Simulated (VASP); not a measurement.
Set up this calculation in VASP 6.6.1, as the native input.

* Task: single point
* Functional: PBEsol
* Potentials or basis: VASP PAW PBE potentials, release 64 (Rh_pv)
* Cutoff: 520 eV
* k mesh: 18 × 18 × 12
* Occupations: gaussian, width 0.15 eV
* Spin: no spin polarisation
* Dipole correction: no
* Further INCAR settings: ALGO = Fast; EDIFF = 1e-06; NBANDS = 22

The structure of Rh lies in POSCAR:

```
Rh
1.0
    2.7309790422      0.0000000000      0.0000000000
   -1.3654895211      2.3650972278      0.0000000000
    0.0000000000      0.0000000000      4.4284890000
Rh
2
Direct
    0.7075075173      0.3632309110      0.7500000000
    0.3333333333      0.6666666667      0.2500000000
```

This cell differs from its parent crystal: atom 1 (Rh) moved by (+0.100, +0.000) A along [1 1 0] and z.

These files were run (other wordings do the same):

INCAR

```
SYSTEM = Rh
PREC = Accurate ; ENCUT = 520
EDIFF = 1E-6 ; ISMEAR = 0
SIGMA = 0.15 ; LREAL = .FALSE.
LASPH = .TRUE. ; NELM = 100
ALGO = Fast ; ISIF = 2
LWAVE = .FALSE. ; LCHARG = .TRUE.
GGA = PS ; LELF = .TRUE.
LVHAR = .TRUE. ; NBANDS = 22
```

KPOINTS

```
Automatic mesh
0
G
  18 18 12
  0 0 0
```

Potentials or basis: VASP PAW PBE potentials, release 64 (Rh_pv).

Run with:

```console
$ cat potpaw_PBE.64/Rh_pv/POTCAR > POTCAR
$ mpirun -np 1 vasp_std > vasp.out
```

It gave:

```yaml
Pressure: -13.3 GPa
Largest_force: 0.380 eV/Å
Band_gap_on_the_k_mesh: zero (band 15 reaches 11.73 eV, above the bottom of band 16 at 9.33 eV)
```

Caveat: the cell differs from its parent crystal (atom 1 (Rh) moved by (+0.100, +0.000) A along [1 1 0] and z); the PAW data sets were made with another functional, which shifts forces and pressure a little.

Wall time 5 min on 1 thread of Intel(R) Xeon(R) Platinum 8488C (Sapphire Rapids), on a shared host, peak memory 0.6 GiB.
